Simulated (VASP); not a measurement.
Here is a VASP 6.6.1 calculation.

The input INCAR:

```
PREC     = Accurate       # precision mode
ENCUT    = 520            # plane-wave cutoff, eV
EDIFF    = 1E-7           # SCF threshold, eV
ISMEAR   = -1             # smearing method
SIGMA    = 0.08           # smearing width, eV
LREAL    = False          # projectors in reciprocal space
LASPH    = True           # aspherical terms in the spheres
NELM     = 60             # most SCF steps
ALGO     = Normal         # electronic algorithm
ISIF     = 2              # what is computed and relaxed
LWAVE    = False          # write WAVECAR
LCHARG   = False          # write CHGCAR
GGA      = PE             # functional
NBANDS   = 16             # bands
```

Contents of KPOINTS:

```
Automatic mesh
0
Gamma
  17 17 17
```

Contents of POSCAR:

```
WC
1.0
    0.0000000000      2.0186097286      2.0186097286
    2.0186097286      0.0000000000      2.0186097286
    2.0186097286      2.0186097286      0.0000000000
W C
1 1
Direct
    0.0000000000      0.0000000000      0.0000000000
    0.5000000000      0.5000000000      0.5000000000
```

Potentials or basis: VASP PAW PBE potentials, release 64 (W_sv, C).

Launch:

```console
$ cat potpaw_PBE.64/W_sv/POTCAR potpaw_PBE.64/C/POTCAR > POTCAR
$ mpirun -np 1 vasp_std > vasp.out
```

(1) What does it give for the pressure?

(2) Estimate the band gap on the k mesh.

## Answers

(1) 153.3 GPa.

(2) zero (bands 9 and 10 overlap by 4.48 eV).

Caveat: the cell stands under pressure; spin-orbit coupling is left out, which moves the levels of the heavy elements.
